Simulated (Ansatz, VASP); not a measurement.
TaTe in VASP and in Ansatz

The input INCAR:

```
SYSTEM = TaTe
PREC = Accurate
ENCUT = 520
EDIFF = 1E-7
ISMEAR = 0
SIGMA = 0.05
LREAL = .FALSE.
LASPH = .TRUE.
NELM = 150
ALGO = Normal
ISIF = 2
LWAVE = .FALSE.
LCHARG = .FALSE.
ISPIN = 2
MAGMOM = 2 0
LORBIT = 11
LMAXMIX = 4
GGA = PE
NBANDS = 20
```

KPOINTS

```
regular mesh
0
G
  10 10 10
  0 0 0
```

File POSCAR:

```
TaTe
1.0
    0.0000000000      2.8479472292      2.8479472292
    2.8479472292      0.0000000000      2.8479472292
    2.8479472292      2.8479472292      0.0000000000
Ta Te
1 1
Direct
    0.5000000000      0.5000000000      0.5000000000
    0.0000000000      0.0000000000      0.0000000000
```

Input for Ansatz:

```yaml
crystal:
  lattice:
    - [0.0, 2.8479472292, 2.8479472292]
    - [2.8479472292, 0.0, 2.8479472292]
    - [2.8479472292, 2.8479472292, 0.0]
  atoms:
    - { symbol: Ta, position: [0.5, 0.5, 0.5], spin: 2.0 }
    - { symbol: Te, position: [0.0, 0.0, 0.0] }
basis:
  ecutwfc: 420
  ecutrho_ratio: 4
kpoints:
  mp_grid: { grid: [10, 10, 10] }
hamiltonian:
  xc: pbe
scf:
  occupations: { method: gaussian, width: 0.05 }
  initial_density: { chi_scale: 0.3 }
output:
  forces: true
  stress: true
  write_density: true
  write_potential: true
  elf: true
  volumetric_format: npy
magnetization:
  spin_polarized: true
```

Alike in both runs: task single point; functional PBE; k mesh 10 × 10 × 10; occupations gaussian, width 0.05 eV; collinear spin.

|  | VASP | Ansatz |
| --- | --- | --- |
| version | VASP 6.6.1 | Ansatz 0.2.0 |
| potentials or method | VASP PAW PBE potentials, release 64 (Ta_pv, Te), cutoff 520 eV | scalar-relativistic, plane waves, PAW |
| valence electrons in the cell | 17 | 29 |

|  | VASP | Ansatz | Ansatz less VASP |
| --- | --- | --- | --- |
| gap on the k mesh at the Fermi level (eV) | none | none | - |
| pressure (GPa) | 0.0 | 0.0 | -0.05 |
| net moment per atom (μB) | 0.08 | 0.09 | +0.003 |
| size of the moment on the site where the two differ most (μB) | 0.12 | 0.12 | -0.002 |

Site moments also hang on the region over which each program counts them. A gap of «none» marks a metal or a gap that the smearing closes. VASP's potentials hold 17 valence electrons a cell and Ansatz's 29, so a difference there can come from the potentials and not from the codes. Ansatz's warnings: seeded moment not kept.

Spin-orbit coupling is off throughout.
